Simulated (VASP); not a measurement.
# HgTe (Fm-3m) in VASP: further runs

Runs on HgTe. Level: LDA. Tasks: electric field gradients.

All numbers are computed with VASP 6.6.1; they aren't measurements. Logs are shortened: lines on timing, memory, paths and dates and some standing lists are left out, and cuts for length are marked.

### 1 The cell of the first run

Symmetry: Fm-3m, No. 225, cubic system. The conventional cell has a = 5.724 Å, b = 5.724 Å, c = 5.724 Å, α = 90.00°, β = 90.00°, γ = 90.00°. Within 3.8 Å of Hg (site symmetry m-3m) lie 6 Te at 2.86 Å. Within 3.8 Å of Te (site symmetry m-3m) lie 6 Hg at 2.86 Å.

### 2 Electric field gradients, LDA (23.44 Å³/atom)

Contents of INCAR:

```
ALGO = Normal ; EDIFF = 1E-8
ENCUT = 400 ; GGA = CA
GGA_COMPAT = F ; ISIF = 2
ISMEAR = -1 ; LASPH = T
LCHARG = F ; LEFG = T
LREAL = F ; LWAVE = F
NBANDS = 16 ; NELM = 120
PREC = Accurate ; SIGMA = 0.08
```

Contents of KPOINTS:

```
k-points
0
Gamma
  10 10 10
```

Contents of POSCAR:

```
HgTe
1.0
    0.0000000000      2.8618608166      2.8618608166
    2.8618608166      0.0000000000      2.8618608166
    2.8618608166      2.8618608166      0.0000000000
Hg Te
1 1
Direct
    0.0000000000      0.0000000000      0.0000000000
    0.5000000000      0.5000000000      0.5000000000
```

Potentials or basis: VASP PAW LDA potentials, release 64 (Hg, Te).

Run with:

```
> cat potpaw_LDA.64/Hg/POTCAR potpaw_LDA.64/Te/POTCAR > POTCAR
> mpirun -np 1 vasp_std > vasp.out
```

OUTCAR:

```text
EDIFF = 1E-8
   ENCUT = 400
   GGA = CA
   ISIF = 2
   ISMEAR = -1
   LASPH = T
   LREAL = F
   NELM = 120
   PREC = Accurate

 ion  position               nearest neighbor table
   1  0.000  0.000  0.000-   2 2.86   2 2.86   2 2.86   2 2.86   2 2.86   2 2.86
   2  0.500  0.500  0.500-   1 2.86   1 2.86   1 2.86   1 2.86   1 2.86   1 2.86

  LATTYP: Found a face centered cubic cell.
 ALAT       =     5.7237216332

  Lattice vectors:

 A1 = (   0.0000000000,   2.8618608166,   2.8618608166)
 A2 = (   2.8618608166,   0.0000000000,   2.8618608166)
 A3 = (   2.8618608166,   2.8618608166,   0.0000000000)

Analysis of symmetry for initial positions (statically):
=====================================================================
 Subroutine PRICEL returns:
 Original cell was already a primitive cell.

 Routine SETGRP: Setting up the symmetry group for a
 face centered cubic supercell.

 Subroutine GETGRP returns: Found 48 space group operations
 (whereof 48 operations were pure point group operations)
 out of a pool of 48 trial point group operations.

The static configuration has the point symmetry O_h .

Analysis of symmetry for dynamics (positions and initial velocities):
=====================================================================
 Subroutine PRICEL returns:
 Original cell was already a primitive cell.

 Routine SETGRP: Setting up the symmetry group for a
 face centered cubic supercell.

 Subroutine GETGRP returns: Found 48 space group operations
 (whereof 48 operations were pure point group operations)
 out of a pool of 48 trial point group operations.

The dynamic configuration has the point symmetry O_h .

 Subroutine INISYM returns: Found 48 space group operations
 (whereof 48 operations are pure point group operations),
 and found     1 'primitive' translations

----------------------------------------------------------------------------------------

                                     Primitive cell

  volume of cell :      46.8787

  direct lattice vectors                    reciprocal lattice vectors
     0.000000000  2.861860817  2.861860817    -0.174711501  0.174711501  0.174711501
     2.861860817  0.000000000  2.861860817     0.174711501 -0.174711501  0.174711501
     2.861860817  2.861860817  0.000000000     0.174711501  0.174711501 -0.174711501
[... 116 lines left out ...]
  energy-cutoff  :      400.00
  volume of cell :       46.88
 maximum number of plane-waves:       875
 NGX is ok and might be reduce to    28
   NGX = 13   NGY = 13   NGZ = 13

 number of electron      17.9999995 magnetization

 Free energy of the ion-electron system (eV)
  ---------------------------------------------------
  ext. energy  EPLUGINS =         0.00000000
  ---------------------------------------------------
  free energy    TOTEN  =        -4.75942944 eV

  energy without entropy =       -4.74851862  energy(sigma->0) =       -4.75397403

 E-fermi :   6.6304     XC(G=0): -11.0488

 val. band max:        6.5241258576   @ k =   0.5000   0.1000   0.0000
 cond. band min:       6.7601658442   @ k =  -0.2000   0.1000   0.0000
 fundamental gap:      0.2360399866
 Fermi energy:         6.6303881024

 k-point     1 :       0.0000    0.0000    0.0000
  band No.  band energies     occupation
      1      -6.9975      2.00000
      2      -0.9512      2.00000
      3      -0.9512      2.00000
      4      -0.8850      2.00000
      5      -0.8850      2.00000
      6      -0.8850      2.00000
[... 433 lines left out ...]
      3      -1.0772      2.00000
      4      -0.9190      2.00000
      5      -0.5885      2.00000
      6      -0.5864      2.00000
[... 8 lines left out ...]
     15      19.1294      0.00000
     16      19.1990      0.00000

 [... further k-points ...]
[... 5 lines left out ...]
  --------------------------------------------------------------------------------------
  -------------------------------------------------------------------------------------
  Total        3.1524943      3.1524943      3.1524943      0.0000000      0.0000000      0.0000000
  in kB      107.7430752    107.7430752    107.7430752      0.0000000      0.0000000      0.0000000
  external PRESSURE =     107.7430752 kB  Pullay stress =       0.0000000 kB

 VOLUME and BASIS-vectors are now :
 -----------------------------------------------------------------------------
  energy-cutoff  :      400.00
  volume of cell :       46.88
      direct lattice vectors                 reciprocal lattice vectors
     0.000000000  2.861860817  2.861860817    -0.174711501  0.174711501  0.174711501
     2.861860817  0.000000000  2.861860817     0.174711501 -0.174711501  0.174711501
     2.861860817  2.861860817  0.000000000     0.174711501  0.174711501 -0.174711501

 POSITION                                       TOTAL-FORCE (eV/Angst)
 -----------------------------------------------------------------------------------
      0.00000      0.00000      0.00000        -0.000000      0.000000     -0.000000
      2.86186      2.86186      2.86186         0.000000     -0.000000      0.000000
 -----------------------------------------------------------------------------------
    total drift:                               -0.000000      0.000000      0.000000

  FREE ENERGIE OF THE ION-ELECTRON SYSTEM (eV)
  ---------------------------------------------------
  free  energy   TOTEN  =        -4.7594294389 eV

  energy  without entropy=       -4.7485186220  energy(sigma->0) =       -4.75397403

 Electric field gradients (V/A^2)
---------------------------------------------------------------------
 ion       V_xx      V_yy      V_zz      V_xy      V_xz      V_yz
---------------------------------------------------------------------
   1      -0.000    -0.000    -0.000     0.001     0.001     0.001
   2      -0.000     0.000     0.000    -0.000    -0.000    -0.000
---------------------------------------------------------------------

 Electric field gradients after diagonalization (V/A^2)
 (convention: |V_zz| > |V_xx| > |V_yy|)
----------------------------------------------------------------------
 ion       V_xx      V_yy      V_zz     asymmetry (V_yy - V_xx)/ V_zz
----------------------------------------------------------------------
   1      -0.001    -0.001     0.001       0.000
   2       0.000     0.000    -0.000       0.000
----------------------------------------------------------------------

           NMR quadrupolar parameters

 Cq : quadrupolar parameter    Cq=e*Q*V_zz/h
 eta: asymmetry parameters     (V_yy - V_xx)/ V_zz
 Q  : nuclear electric quadrupole moment in mb (millibarn)
----------------------------------------------------------------------
 ion       Cq(MHz)       eta       Q (mb)
----------------------------------------------------------------------
   1       0.000       0.000       1.000
   2      -0.000       0.000       1.000
----------------------------------------------------------------------
```

OSZICAR:

```text
N       E                     dE             d eps       ncg     rms          rms(c)
DAV:   1     0.898092165279E+02    0.89809E+02   -0.73728E+03  1568   0.824E+02
DAV:   2    -0.240400035156E+01   -0.92213E+02   -0.86805E+02  1808   0.218E+02
DAV:   3    -0.499069714966E+01   -0.25867E+01   -0.25812E+01  1776   0.374E+01
DAV:   4    -0.500801993381E+01   -0.17323E-01   -0.17321E-01  1928   0.304E+00
DAV:   5    -0.500831516849E+01   -0.29523E-03   -0.29523E-03  1880   0.356E-01    0.116E+01
DAV:   6    -0.477554840395E+01    0.23277E+00   -0.44429E-01  1888   0.953E+00    0.847E+00
DAV:   7    -0.476199275294E+01    0.13556E-01   -0.86919E-02  1864   0.214E+00    0.235E+00
DAV:   8    -0.475970108019E+01    0.22917E-02   -0.10360E-02  1752   0.124E+00    0.598E-01
DAV:   9    -0.475943206375E+01    0.26902E-03   -0.52557E-04  1944   0.251E-01    0.979E-02
DAV:  10    -0.475942894132E+01    0.31224E-05   -0.35598E-05  1912   0.507E-02    0.390E-02
DAV:  11    -0.475942985685E+01   -0.91554E-06   -0.53544E-06  1912   0.174E-02    0.194E-02
DAV:  12    -0.475942943301E+01    0.42384E-06   -0.93524E-07  1640   0.734E-03    0.880E-03
DAV:  13    -0.475942943891E+01   -0.59013E-08   -0.89854E-08  1984   0.174E-03
   1 F= -.47594294E+01 E0= -.47539740E+01  d E =-.109108E-01
```

stdout:

```text
POSCAR found type information on POSCAR HgTe
 POSCAR found :  2 types and       2 ions
 scaLAPACK will be used
 LDA part: xc-table for (Slater(with rela. corr.)+CA(PZ))
 , standard interpolation
 POSCAR, INCAR and KPOINTS ok, starting setup
 FFT: planning ... GRIDC
 FFT: planning ... GRID_SOFT
 FFT: planning ... GRID
 WAVECAR not read
 entering main loop
ion   1

ion   2
```

Run time: 12 s. Hardware: 1 thread of Intel Xeon 6975P-C (Granite Rapids), shared host; peak memory 0.15 GiB.

What came out:

```yaml
Free_energy: -4.7594 eV
Pressure: 10.8 GPa
Band_gap_on_the_k_mesh: zero (bands 9 and 10 overlap by 3.59 eV)
Largest_electric_field_gradient_by_atom: zero within the noise of the run
```

Levels at points of the mesh, in eV from the Fermi level:
| k point | band 6 | band 7 | band 8 | band 9 | band 10 | band 11 | band 12 | band 13 |
| --- | --- | --- | --- | --- | --- | --- | --- | --- |
| (0.00, 0.00, 0.00) | -7.52 | -1.03 | -1.03 | -1.03 | -0.12 | 7.56 | 7.75 | 7.75 |
| (0.50, 0.00, 0.00) | -7.24 | -6.37 | 0.51 | 0.51 | 2.30 | 3.59 | 3.59 | 4.63 |
| (0.50, 0.50, 0.00) | -6.12 | -5.69 | -3.13 | -3.13 | -3.07 | 4.53 | 10.16 | 10.16 |

Caveat: the cell stands under pressure; spin-orbit coupling is left out, which moves the levels of the heavy elements.

### 3 Electric field gradients, LDA (23.45 Å³/atom)

Contents of INCAR:

```
SYSTEM = HgTe
  PREC = Accurate
  ENCUT = 400
  EDIFF = 1E-8
  ISMEAR = -1
  SIGMA = 0.08
  LREAL = .False.
  LASPH = .True.
  NELM = 120
  ALGO = Normal
  ISIF = 2
  LWAVE = .False.
  LCHARG = .False.
  GGA = CA
  LEFG = .True.
  NBANDS = 16
  GGA_COMPAT = .False.
```

Contents of KPOINTS:

```
regular mesh
0
Gamma
  10 10 10
  0 0 0
```

Contents of POSCAR:

```
HgTe
1.0
    0.0000000000      2.8623681488      2.8623681488
    2.8623681488      0.0000000000      2.8623681488
    2.8623681488      2.8623681488      0.0000000000
Hg Te
1 1
Direct
    0.0000000000      0.0000000000      0.0000000000
    0.5000000000      0.5000000000      0.5000000000
```

Potentials or basis: VASP PAW LDA potentials, release 64 (Hg, Te).

Run with:

```
> cat potpaw_LDA.64/Hg/POTCAR potpaw_LDA.64/Te/POTCAR > POTCAR
> mpirun -np 1 vasp_std > vasp.out
```

OUTCAR:

```text
SYSTEM = HgTe
   PREC = Accurate
   ENCUT = 400
   EDIFF = 1E-8
   ISMEAR = -1
   LREAL = .False.
   LASPH = .True.
   NELM = 120
   ISIF = 2
   GGA = CA

 ion  position               nearest neighbor table
   1  0.000  0.000  0.000-   2 2.86   2 2.86   2 2.86   2 2.86   2 2.86   2 2.86
   2  0.500  0.500  0.500-   1 2.86   1 2.86   1 2.86   1 2.86   1 2.86   1 2.86

  LATTYP: Found a face centered cubic cell.
 ALAT       =     5.7247362976

  Lattice vectors:

 A1 = (   0.0000000000,   2.8623681488,   2.8623681488)
[... 669 lines left out ...]
  ---------------------------------------------------
  free  energy   TOTEN  =        -4.7611105664 eV

  energy  without entropy=       -4.7501900937  energy(sigma->0) =       -4.75565033

 Electric field gradients (V/A^2)
---------------------------------------------------------------------
 ion       V_xx      V_yy      V_zz      V_xy      V_xz      V_yz
---------------------------------------------------------------------
   1      -0.000    -0.000    -0.000     0.001     0.001     0.001
   2       0.000     0.000     0.000    -0.000    -0.000    -0.000
---------------------------------------------------------------------

 Electric field gradients after diagonalization (V/A^2)
 (convention: |V_zz| > |V_xx| > |V_yy|)
----------------------------------------------------------------------
 ion       V_xx      V_yy      V_zz     asymmetry (V_yy - V_xx)/ V_zz
----------------------------------------------------------------------
   1      -0.001    -0.001     0.001       0.000
   2       0.000     0.000    -0.000       0.000
----------------------------------------------------------------------

           NMR quadrupolar parameters

 Cq : quadrupolar parameter    Cq=e*Q*V_zz/h
 eta: asymmetry parameters     (V_yy - V_xx)/ V_zz
 Q  : nuclear electric quadrupole moment in mb (millibarn)
----------------------------------------------------------------------
 ion       Cq(MHz)       eta       Q (mb)
----------------------------------------------------------------------
   1       0.000       0.000       1.000
   2      -0.000       0.000       1.000
----------------------------------------------------------------------
```

OSZICAR:

```text
N       E                     dE             d eps       ncg     rms          rms(c)
DAV:   1     0.884677438525E+02    0.88468E+02   -0.74333E+03  1592   0.827E+02
DAV:   2    -0.246641469300E+01   -0.90934E+02   -0.85333E+02  1808   0.215E+02
DAV:   3    -0.499210243157E+01   -0.25257E+01   -0.25205E+01  1784   0.369E+01
DAV:   4    -0.500952941262E+01   -0.17427E-01   -0.17426E-01  1880   0.302E+00
DAV:   5    -0.500983215376E+01   -0.30274E-03   -0.30274E-03  1840   0.355E-01    0.116E+01
DAV:   6    -0.477721214666E+01    0.23262E+00   -0.44390E-01  1896   0.953E+00    0.845E+00
DAV:   7    -0.476366966671E+01    0.13542E-01   -0.86670E-02  1864   0.214E+00    0.235E+00
DAV:   8    -0.476138031521E+01    0.22894E-02   -0.10359E-02  1744   0.124E+00    0.594E-01
DAV:   9    -0.476111321894E+01    0.26710E-03   -0.52363E-04  1936   0.252E-01    0.976E-02
DAV:  10    -0.476111007755E+01    0.31414E-05   -0.35490E-05  1896   0.501E-02    0.390E-02
DAV:  11    -0.476111097939E+01   -0.90184E-06   -0.52960E-06  1896   0.173E-02    0.191E-02
DAV:  12    -0.476111056089E+01    0.41850E-06   -0.91837E-07  1632   0.717E-03    0.878E-03
DAV:  13    -0.476111056636E+01   -0.54731E-08   -0.89516E-08  2000   0.173E-03
   1 F= -.47611106E+01 E0= -.47556503E+01  d E =-.109205E-01
```

Run time: 12 s. Hardware: 1 thread of Intel Xeon 6975P-C (Granite Rapids), shared host; peak memory 0.15 GiB.

Results:

- Free energy: -4.7611 eV
- Pressure: 10.7 GPa
- Band gap on the k mesh: zero (bands 9 and 10 overlap by 3.58 eV)
- Largest electric field gradient by atom: zero within the noise of the run

Levels at points of the mesh, in eV from the Fermi level:
```tsv
k point	band 7	band 8	band 9	band 10	band 11	band 12
(0.00, 0.00, 0.00)	-1.03	-1.03	-1.03	-0.12	7.56	7.75
(0.50, 0.00, 0.00)	-6.37	0.51	0.51	2.30	3.59	3.59
(0.50, 0.50, 0.00)	-5.69	-3.13	-3.13	-3.07	4.54	10.15
```

Caveat: the cell stands under pressure; spin-orbit coupling is left out, which moves the levels of the heavy elements.
